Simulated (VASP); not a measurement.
A run of VASP 6.6.1 is set up as follows.

File INCAR:

```
SYSTEM = PbS
PREC = Accurate
ENCUT = 520
EDIFF = 1E-8
ISMEAR = 0
SIGMA = 0.01
LREAL = .False.
LASPH = .True.
NELM = 100
ALGO = Normal
ISIF = 2
LWAVE = .False.
LCHARG = .False.
GGA = PS
LEPSILON = .True.
```

File KPOINTS:

```
regular mesh
0
Gamma
  6 6 6
  0 0 0
```

Contents of POSCAR:

```
PbS
1.0
    0.0000000000      2.9657500000      2.9657500000
    2.9657500000      0.0000000000      2.9657500000
    2.9657500000      2.9657500000      0.0000000000
Pb S
1 1
Direct
    0.0000000000      0.0000000000      0.0000000000
    0.5000000000      0.5000000000      0.5000000000
```

Potentials or basis: VASP PAW PBE potentials, release 64 (Pb_d, S).

Launch:

```console
$ cat potpaw_PBE.64/Pb_d/POTCAR potpaw_PBE.64/S/POTCAR > POTCAR
$ mpirun -np 1 vasp_std > vasp.out
```

Question: Estimate the electronic dielectric tensor (diagonal).

Answer: 62.78.

Question: Predict the Born charges (mean of the diagonal).

Answer: Pb +1.73; S -1.73 e.

Question: Predict the band gap on the k mesh.

Answer: 0.26 eV, direct.

Electronic dielectric tensor:
```
62.78  0.00  0.00
 0.00 62.78  0.00
 0.00  0.00 62.78
```

Caveat: the gap is small at this level, which inflates the dielectric constant; spin-orbit coupling is left out, which moves the levels of the heavy elements. A k mesh can miss the band edges.
